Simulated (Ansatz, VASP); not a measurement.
**AlIn3Sb4: VASP beside Ansatz**

```
Al In Sb
1.0
     4.62087   -0.00034   -0.00015
    -0.00033    4.61975   -0.00028
    -0.00084   -0.00060   13.05356
Al In Sb
1 3 4
Direct
  0.50010 0.49973 0.00000
  0.99982 0.00089 0.75785
  0.99960 0.99917 0.24217
  0.50040 0.50027 0.50000
  0.49991 0.99978 0.88775
  0.00006 0.49922 0.11223
  0.49973 0.00019 0.37103
  0.00038 0.50075 0.62896
```

Change from the starting cell: cell x1, atoms moved at random (sigma 0.05 Å) and cell strained at random (1.5 %), then relaxed without symmetry.

Alike in both runs: functional PBE; k mesh 6 × 6 × 2; occupations gaussian, width 0.2 eV; no spin polarisation.

Ansatz relaxed the structure, and its values are those at the end. VASP's run is a single point on that final structure, the one shown.

```csv
,VASP,Ansatz
version,VASP 6.6.1,Ansatz 0.2.0
potentials or method,"VASP PAW PBE potentials, release 64 (Al, In_d, Sb), cutoff 520 eV","scalar-relativistic, plane waves, PAW"
valence electrons in the cell,62,102
```

Ansatz gave:

| Item | Value |
| --- | --- |
| pressure (GPa) | 0.0 |
| rms of the force components (eV/Å) | 0.003 |

Problem. Which values does VASP return?

Solution. Pressure (GPa): 0.0; rms of the force components (eV/Å): 0.007.

With one functional, cell and mesh, what is left measures potentials, basis and numerics. VASP's potentials hold 62 valence electrons a cell and Ansatz's 102, so a difference there can come from the potentials and not from the codes.

Neither program's run includes spin-orbit coupling.
